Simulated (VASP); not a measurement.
Write the native input for VASP 6.6.1 that does the following.

* Task: single point
* Functional: PBEsol
* Potentials or basis: VASP PAW PBE potentials, release 64 (C)
* Cutoff: 520 eV
* k mesh: 13 × 13 × 13
* Occupations: gaussian, width 0.05 eV
* Spin: collinear spin, zero start
* Starting moments: [0.0, 0.0] μB
* Fixed moment: 0 μB
* Dipole correction: no
* Further INCAR settings: ALGO = Normal; EDIFF = 1e-06; NBANDS = 15

The structure of C lies in POSCAR:

```
C
1.0
    0.0000000000      1.7592674508      1.7592674508
    1.7592674508      0.0000000000      1.7592674508
    1.7592674508      1.7592674508      0.0000000000
C
2
Direct
    0.7500000000      0.7500000000      0.7500000000
    0.5000000000      0.5000000000      0.5000000000
```

This cell differs from its parent crystal: volume scaled by 0.96.

The input as run:

INCAR

```
SYSTEM = C
PREC = Accurate
ENCUT = 520
EDIFF = 1E-6
ISMEAR = 0
SIGMA = 0.05
LREAL = .False.
LASPH = .True.
NELM = 150
ALGO = Normal
ISIF = 2
LWAVE = .False.
LCHARG = .False.
ISPIN = 2
MAGMOM = 0 0
LORBIT = 11
NUPDOWN = 0.0
GGA = PS
NBANDS = 15
```

KPOINTS

```
Automatic mesh
0
Gamma
  13 13 13
  0 0 0
```

Potentials or basis: VASP PAW PBE potentials, release 64 (C).

The run is started by

```bash
$ cat potpaw_PBE.64/C/POTCAR > POTCAR
$ mpirun -np 1 vasp_std > vasp.out
```

Results of the run:

```yaml
Pressure: 15.5 GPa
Net_moment: 0.00 μB per cell
Valence_electrons_inside_the_program's_atomic_spheres: C 2.62
```

Caveat: the PAW data sets were made with another functional, which shifts forces and pressure a little; the total moment is fixed, so each spin has its own Fermi level.

Wall time 16 s on 1 thread of Intel Xeon 6975P-C (shared host), peak memory 0.13 GiB.
